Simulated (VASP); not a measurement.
# TaAs (P-6m2) in VASP: single point with r2SCAN

Aim: the single point of TaAs with r2SCAN.

Program: VASP 6.6.1. These are calculated values, not measurements. Logs are shortened: lines on timing, memory, paths and dates and some standing lists are left out, and cuts for length are marked.

**1. The cell of the first run**

The structure is hexagonal, space group P-6m2 (No. 187). The conventional cell has a = 3.318 Å, b = 3.318 Å, c = 3.259 Å, α = 90.00°, β = 90.00°, γ = 120.00°. Ta (site symmetry -6m2) has 6 As at 2.51 Å and 8 Ta at 3.26 to 3.32 Å within 3.4 Å. As (site symmetry -6m2) has 6 Ta at 2.51 Å and 8 As at 3.26 to 3.32 Å within 3.4 Å.

**2. Single point, r2SCAN**

File POSCAR:

```
TaAs
1.0
    3.3176017096      0.0000000000      0.0000000000
   -1.6588008548      2.8731273601      0.0000000000
    0.0000000000      0.0000000000      3.2593707200
Ta As
1 1
Direct
    0.3333333333      0.6666666667      0.5000000000
    0.0000000000      0.0000000000      0.0000000000
```

File INCAR.step1:

```
SYSTEM = TaAs
ALGO     = Normal         ! electronic algorithm
EDIFF    = 1E-4           ! SCF threshold, eV
ENCUT    = 520            ! plane-wave cutoff, eV
GGA      = PE             ! functional
ISMEAR   = 0              ! smearing method
LASPH    = .TRUE.         ! aspherical terms in the spheres
LCHARG   = .FALSE.        ! write CHGCAR
LREAL    = .FALSE.        ! projectors in reciprocal space
LWAVE    = .TRUE.         ! write WAVECAR
NBANDS   = 15             ! bands
NELM     = 100            ! most SCF steps
PREC     = Accurate       ! precision mode
SIGMA    = 0.1            ! smearing width, eV
```

File INCAR.step2:

```
SYSTEM = TaAs
ALGO     = Normal         ! electronic algorithm
EDIFF    = 1E-6           ! SCF threshold, eV
ENCUT    = 520            ! plane-wave cutoff, eV
ISIF     = 2              ! what is computed and relaxed
ISMEAR   = 0              ! smearing method
ISTART   = 1            
LASPH    = .TRUE.         ! aspherical terms in the spheres
LCHARG   = .FALSE.        ! write CHGCAR
LMIXTAU  = .TRUE.       
LREAL    = .FALSE.        ! projectors in reciprocal space
LWAVE    = .FALSE.        ! write WAVECAR
METAGGA  = R2SCAN         ! meta-GGA
NBANDS   = 15             ! bands
NELM     = 100            ! most SCF steps
PREC     = Accurate       ! precision mode
SIGMA    = 0.1            ! smearing width, eV
```

File KPOINTS:

```
k-points
0
G
  6 6 6
  0 0 0
```

Potentials or basis: VASP PAW PBE potentials, release 64 (Ta_pv, As).

Started as:

```console
cat potpaw_PBE.64/Ta_pv/POTCAR potpaw_PBE.64/As/POTCAR > POTCAR
cp INCAR.step1 INCAR
mpirun -np 1 vasp_std > vasp.out
cp INCAR.step2 INCAR
mpirun -np 1 vasp_std > vasp.out
```

OUTCAR:

```text
SYSTEM = TaAs
   EDIFF = 1E-6
   ENCUT = 520
   ISIF = 2
   ISMEAR = 0
   ISTART = 1
   LASPH = .TRUE.
   LREAL = .FALSE.
   METAGGA = R2SCAN
   NELM = 100
   PREC = Accurate

 ion  position               nearest neighbor table
   1  0.333  0.667  0.500-   2 2.51   2 2.51   2 2.51   2 2.51   2 2.51   2 2.51
   2  0.000  0.000  0.000-   1 2.51   1 2.51   1 2.51   1 2.51   1 2.51   1 2.51

  LATTYP: Found a hexagonal cell.
 ALAT       =     3.3176017096
 C/A-ratio  =     0.9824478660

  Lattice vectors:

 A1 = (   3.3176017096,   0.0000000000,   0.0000000000)
 A2 = (  -1.6588008548,   2.8731273601,   0.0000000000)
 A3 = (   0.0000000000,   0.0000000000,   3.2593707200)

Analysis of symmetry for initial positions (statically):
=====================================================================
 Subroutine PRICEL returns:
 Original cell was already a primitive cell.

 Routine SETGRP: Setting up the symmetry group for a
 hexagonal supercell.

 Subroutine GETGRP returns: Found 12 space group operations
 (whereof 12 operations were pure point group operations)
 out of a pool of 24 trial point group operations.

The static configuration has the point symmetry D_3h.

Analysis of symmetry for dynamics (positions and initial velocities):
=====================================================================
 Subroutine PRICEL returns:
 Original cell was already a primitive cell.

 Routine SETGRP: Setting up the symmetry group for a
 hexagonal supercell.

 Subroutine GETGRP returns: Found 12 space group operations
 (whereof 12 operations were pure point group operations)
 out of a pool of 24 trial point group operations.

The dynamic configuration has the point symmetry D_3h.

 Subroutine INISYM returns: Found 12 space group operations
 (whereof 12 operations are pure point group operations),
 and found     1 'primitive' translations

----------------------------------------------------------------------------------------

                                     Primitive cell

  volume of cell :      31.0680

  direct lattice vectors                    reciprocal lattice vectors
     3.317601710  0.000000000  0.000000000     0.301422560  0.174026396  0.000000000
    -1.658800855  2.873127360  0.000000000     0.000000000  0.348052792  0.000000000
     0.000000000  0.000000000  3.259370720     0.000000000  0.000000000  0.306807690

  length of vectors
     3.317601710  3.317601710  3.259370720     0.348052792  0.348052792  0.306807690

  position of ions in fractional coordinates (direct lattice)
     0.333333333  0.666666667  0.500000000
     0.000000000  0.000000000  0.000000000

  ion indices of the primitive-cell ions
   primitive index   ion index
                 1           1
                 2           2

----------------------------------------------------------------------------------------

 KPOINTS: k-points

Automatic generation of k-mesh.
 Grid dimensions read from file:
 generate k-points for:    6    6    6

 Generating k-lattice:

  Cartesian coordinates                     Fractional coordinates (reciprocal lattice)
     0.050237093  0.029004399  0.000000000     0.166666667  0.000000000  0.000000000
     0.000000000  0.058008799  0.000000000     0.000000000  0.166666667  0.000000000
     0.000000000  0.000000000  0.051134615     0.000000000  0.000000000  0.166666667

  Length of vectors
     0.058008799  0.058008799  0.051134615

  Shift w.r.t. Gamma in fractional coordinates (k-lattice)
     0.000000000  0.000000000  0.000000000

 Subroutine IBZKPT returns following result:
 ===========================================

 Found     28 irreducible k-points:

 Following reciprocal coordinates:
            Coordinates               Weight
  0.000000  0.000000  0.000000      1.000000
  0.166667 -0.000000  0.000000      6.000000
  0.333333 -0.000000  0.000000      6.000000
  0.500000 -0.000000  0.000000      3.000000
  0.166667  0.166667  0.000000      6.000000
  0.333333  0.166667  0.000000     12.000000
[... 16 lines left out ...]
  0.166667 -0.000000  0.500000      6.000000
  0.333333 -0.000000  0.500000      6.000000
 [... further k-points ...]
   k-points           NKPTS =     28   k-points in BZ     NKDIM =     28   number of bands    NBANDS=     15
   number of dos      NEDOS =    301   number of ions     NIONS =      2
   total plane-waves  NPLWV =  18816
   dimension x,y,z NGX =    28 NGY =   28 NGZ =   24
   dimension x,y,z NGXF=    56 NGYF=   56 NGZF=   48
   ions per type =               1   1
   NGX,Y,Z   is equivalent  to a cutoff of  14.03, 14.03, 12.24 a.u.
   NGXF,Y,Z  is equivalent  to a cutoff of  28.06, 28.06, 24.48 a.u.
 SYSTEM =  TaAs
   PREC   = accura    normal or accurate (medium, high low for compatibility)
   ISTART =      1    job   : 0-new  1-cont  2-samecut
   ICHARG =      0    charge: 1-file 2-atom 10-const
   ISPIN  =      1    spin polarized calculation?
   LNONCOLLINEAR =      F non collinear calculations
   LSORBIT =      F    spin-orbit coupling
   LASPH  =      T    aspherical Exc in radial PAW
   ENCUT  =  520.0 eV  38.22 Ry    6.18 a.u.   6.17  6.17  6.06*2*pi/ulx,y,z
   NELM   =    100;   NELMIN=  2; NELMDL=  0     # of ELM steps
   EDIFF  = 0.1E-05   stopping-criterion for ELM
   LREAL  =      F    real-space projection
   EDIFFG = 0.1E-04   stopping-criterion for IOM
   NSW    =      0    number of steps for IOM
   IBRION =     -1    ionic relax: 0-MD 1-quasi-New 2-CG
   NFREE  =      0    steps in history (QN), initial steepest desc. (CG)
   ISIF   =      2    stress and relaxation
   ISYM   =      2    0-nonsym 1-usesym 2-fastsym
   POTIM  = 0.5000    time-step for ionic-motion
   TEBEG  =    0.0;   TEEND  =   0.0 temperature during run
   PSTRESS=    0.0 pullay stress
   NELECT =      16.0000    total number of electrons
   NUPDOWN=      -1.0000    fix difference up-down
   EMIN   =  10.00;   EMAX   =-10.00  energy-range for DOS
   EFERMI =   0.00;   METHOD = LEGACY
   ISMEAR =     0;   SIGMA  =   0.10  broadening in eV -4-tet -1-fermi 0-gaus
   EFERMI_NEDOS =   21; number of points for ismear=-14 and -15
   IALGO  =     38    algorithm
   IMIX   =      4    mixing-type and parameters
     AMIX     =   0.40;   BMIX     =  1.00
     AMIX_MAG =   1.60;   BMIX_MAG =  1.00
  volume/ion in A,a.u.               =      15.53       104.83
  Fermi-wavevector in a.u.,A,eV,Ry     =   1.312232  2.479758 23.428580  1.721952
  Thomas-Fermi vector in A             =   2.442638
   LORBIT       =      0    0 simple, 1 ext, 2 COOP (PROOUT), +10 PAW based schemes
   METAGGA = R2SCAN    functional components
   LHFCALC =     F    Hartree Fock is set to
   AEXX    =    0.0000 exact exchange contribution
   IVDW    =     0    specifies the selected vdW correction
   LEPSILON=     F    determine dielectric tensor
   LRPA    =     F    only Hartree local field effects (RPA)
 non-spin polarized calculation
 Gauss-broadening in eV      SIGMA  =   0.10
  energy-cutoff  :      520.00
  volume of cell :       31.07
 maximum number of plane-waves:       853
 NGX is ok and might be reduce to    28
   NGX = 13   NGY = 13   NGZ = 13

 number of electron      16.0000004 magnetization

 Free energy of the ion-electron system (eV)
  ---------------------------------------------------
  ext. energy  EPLUGINS =         0.00000000
  ---------------------------------------------------
  free energy    TOTEN  =       -64.20824008 eV

  energy without entropy =      -64.20750359  energy(sigma->0) =      -64.20787183

 E-fermi :   7.8795     XC(G=0): -13.3546

 val. band max:        7.6929759629   @ k =   0.0000   0.0000   0.3333
 cond. band min:       7.8909105908   @ k =   0.0000   0.0000   0.1667
 fundamental gap:      0.1979346279
 Fermi energy:         7.8795294979

 k-point     1 :       0.0000    0.0000    0.0000
  band No.  band energies     occupation
      1     -27.8809      2.00000
      2     -27.7449      2.00000
      3     -27.7449      2.00000
      4      -7.4258      2.00000
      5       4.4073      2.00000
      6       5.0729      2.00000
      7       5.0729      2.00000
      8       7.5304      2.00000
      9      10.0615      0.00000
     10      10.0615      0.00000
     11      13.2606      0.00000
     12      13.5084      0.00000
     13      13.5084      0.00000
     14      17.6263      0.00000
     15      18.9951      0.00000

 k-point     2 :       0.1667   -0.0000    0.0000
  band No.  band energies     occupation
      1     -27.8667      2.00000
      2     -27.8385      2.00000
      3     -27.7664      2.00000
      4      -6.8750      2.00000
      5       3.5437      2.00000
      6       5.0131      2.00000
      7       5.4952      2.00000
      8       6.2931      2.00000
      9       9.8641      0.00000
     10      11.4944      0.00000
     11      11.7364      0.00000
     12      12.6942      0.00000
     13      15.2302      0.00000
     14      17.6623      0.00000
     15      19.2238      0.00000

 k-point     3 :       0.3333   -0.0000    0.0000
  band No.  band energies     occupation
      1     -28.0205      2.00000
      2     -27.8382      2.00000
      3     -27.8092      2.00000
      4      -5.4975      2.00000
      5       1.4056      2.00000
      6       5.0270      2.00000
      7       5.2089      2.00000
      8       6.4067      2.00000
      9       9.5023      0.00000
     10      10.6267      0.00000
     11      11.7577      0.00000
     12      13.6656      0.00000
     13      15.7351      0.00000
     14      19.0045      0.00000
     15      19.2294      0.00000
[... 343 lines left out ...]
 k-point    23 :       0.1667   -0.0000    0.5000
  band No.  band energies     occupation
      1     -28.1919      2.00000
      2     -27.8006      2.00000
      3     -27.7337      2.00000
      4      -4.4121      2.00000
      5      -0.2551      2.00000
      6       5.1230      2.00000
      7       5.3118      2.00000
      8       6.7570      2.00000
      9       8.1776      0.00002
     10      11.4223      0.00000
     11      11.6779      0.00000
     12      13.4321      0.00000
     13      18.0651      0.00000
     14      18.1900      0.00000
     15      19.2241      0.00000

 k-point    24 :       0.3333   -0.0000    0.5000
  band No.  band energies     occupation
      1     -28.1451      2.00000
      2     -27.9684      2.00000
      3     -27.7713      2.00000
      4      -4.2236      2.00000
      5       1.0624      2.00000
      6       3.3853      2.00000
      7       4.2782      2.00000
      8       6.3096      2.00000
      9       9.9660      0.00000
     10      11.8703      0.00000
     11      12.1178      0.00000
     12      15.9001      0.00000
     13      16.0374      0.00000
     14      17.4271      0.00000
     15      19.2240      0.00000

 [... further k-points ...]

------------------------ aborting loop because EDIFF is reached ----------------------------------------

  FORCE on cell =-STRESS in cart. coord.  units (eV):
  Direction    XX          YY          ZZ          XY          YZ          ZX
  --------------------------------------------------------------------------------------
  -------------------------------------------------------------------------------------
  Total        4.8157355      4.8157355      7.3101095      0.0000000     -0.0000000     -0.0000000
  in kB      248.3478020    248.3478020    376.9828373      0.0000000     -0.0000000     -0.0000000
  external PRESSURE =     291.2261471 kB  Pullay stress =       0.0000000 kB

 VOLUME and BASIS-vectors are now :
 -----------------------------------------------------------------------------
  energy-cutoff  :      520.00
  volume of cell :       31.07
      direct lattice vectors                 reciprocal lattice vectors
     3.317601710  0.000000000  0.000000000     0.301422560  0.174026396  0.000000000
    -1.658800855  2.873127360  0.000000000     0.000000000  0.348052792  0.000000000
     0.000000000  0.000000000  3.259370720     0.000000000  0.000000000  0.306807690

 POSITION                                       TOTAL-FORCE (eV/Angst)
 -----------------------------------------------------------------------------------
     -0.00000      1.91542      1.62969         0.000000      0.000000      0.000000
      0.00000      0.00000      0.00000        -0.000000      0.000000      0.000000
 -----------------------------------------------------------------------------------
    total drift:                               -0.000000      0.000000     -0.000000

  FREE ENERGIE OF THE ION-ELECTRON SYSTEM (eV)
  ---------------------------------------------------
  free  energy   TOTEN  =       -64.2082400760 eV

  energy  without entropy=      -64.2075035898  energy(sigma->0) =      -64.20787183
```

It took 1.7 min on 1 thread of Intel Xeon 8259CL, shared host; peak memory 0.16 GiB.

Results:

```yaml
Free_energy: -64.2082 eV
Pressure: 29.1 GPa
Band_gap_on_the_k_mesh: zero (bands 8 and 9 overlap by 0.48 eV)
```

Stress tensor (GPa, compression positive):
```
24.83  0.00  0.00
 0.00 24.83  0.00
 0.00  0.00 37.70
```

Levels at points of the mesh, in eV from the Fermi level:
| k point | band 6 | band 7 | band 8 | band 9 | band 10 | band 11 |
| --- | --- | --- | --- | --- | --- | --- |
| (0.00, 0.00, 0.00) | -2.81 | -2.81 | -0.35 | 2.18 | 2.18 | 5.38 |
| (0.50, 0.00, 0.00) | -3.30 | -2.97 | -0.99 | 1.46 | 3.63 | 4.10 |
| (0.00, 0.00, 0.50) | -1.83 | -1.83 | -0.37 | -0.37 | 3.25 | 4.19 |
| (0.50, 0.00, 0.50) | -5.30 | -4.01 | -0.90 | 3.54 | 4.19 | 4.88 |

Caveat: the k points lie up to 0.36 Å⁻¹ apart; the PAW data sets were made with another functional, which shifts forces and pressure a little; spin-orbit coupling is left out, which moves the levels of the heavy elements.
